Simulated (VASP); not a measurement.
Set up this calculation in VASP 6.6.1, as the native input.

- Task: density of states
- Functional: PBE
- Potentials or basis: VASP PAW PBE potentials, release 64 (Ga_d, N)
- Cutoff: 520 eV
- k mesh: 13 × 13 × 13
- Occupations: fermi-dirac, width 0.02 eV
- Spin: no spin polarisation
- Dipole correction: no
- k mesh for the DOS: 20 × 20 × 20
- Occupations for the DOS: tetrahedron
- Further INCAR settings: ALGO = Normal; EDIFF = 1e-06; NBANDS = 16

GaN:

```
Ga N
1.0
     0.00000    1.99250    1.99250
     1.99250    0.00000    1.99250
     1.99250    1.99250    0.00000
Ga N
1 1
Cartesian
  1.9925 1.9925 1.9925
  0.0000 0.0000 0.0000
```

These files were run (other wordings do the same):

POSCAR

```
GaN
1.0
    0.0000000000      1.9925000000      1.9925000000
    1.9925000000      0.0000000000      1.9925000000
    1.9925000000      1.9925000000      0.0000000000
Ga N
1 1
Direct
    0.5000000000      0.5000000000      0.5000000000
    0.0000000000      0.0000000000      0.0000000000
```

INCAR.step1

```
ALGO     = Normal         # electronic algorithm
EDIFF    = 1E-6           # SCF threshold, eV
ENCUT    = 520            # plane-wave cutoff, eV
GGA      = PE             # functional
ISIF     = 2              # what is computed and relaxed
ISMEAR   = -1             # smearing method
LASPH    = True           # aspherical terms in the spheres
LCHARG   = True           # write CHGCAR
LREAL    = False          # projectors in reciprocal space
LWAVE    = False          # write WAVECAR
NBANDS   = 16             # bands
NELM     = 80             # most SCF steps
PREC     = Accurate       # precision mode
SIGMA    = 0.02           # smearing width, eV
```

KPOINTS.step1

```
k-points
0
Gamma
  13 13 13
```

INCAR.step2

```
ALGO     = Normal         # electronic algorithm
EDIFF    = 1E-6           # SCF threshold, eV
ENCUT    = 520            # plane-wave cutoff, eV
GGA      = PE             # functional
ICHARG   = 11             # starting density
ISIF     = 2              # what is computed and relaxed
ISMEAR   = -5             # smearing method
LASPH    = True           # aspherical terms in the spheres
LCHARG   = False          # write CHGCAR
LORBIT   = 11             # projections on sites
LREAL    = False          # projectors in reciprocal space
LWAVE    = False          # write WAVECAR
NBANDS   = 16             # bands
NEDOS    = 1001           # points of the DOS
NELM     = 80             # most SCF steps
PREC     = Accurate       # precision mode
SIGMA    = 0.02           # smearing width, eV
```

KPOINTS.step2

```
k-points
0
Gamma
  20 20 20
```

Potentials or basis: VASP PAW PBE potentials, release 64 (Ga_d, N).

Launch:

```sh
$ cat potpaw_PBE.64/Ga_d/POTCAR potpaw_PBE.64/N/POTCAR > POTCAR
$ cp INCAR.step1 INCAR
$ cp KPOINTS.step1 KPOINTS
$ mpirun -np 1 vasp_std > vasp.out
$ cp INCAR.step2 INCAR
$ cp KPOINTS.step2 KPOINTS
$ mpirun -np 1 vasp_std > vasp.out
```

It gave:

```json
{
 "Valence electrons inside the program's atomic spheres": "Ga 12.04; N 3.90"
}
```

It took 36 s on 1 thread of Intel(R) Xeon(R) Platinum 8375C CPU @ 2.90GHz (Ice Lake), on a shared host, peak memory 0.18 GiB.
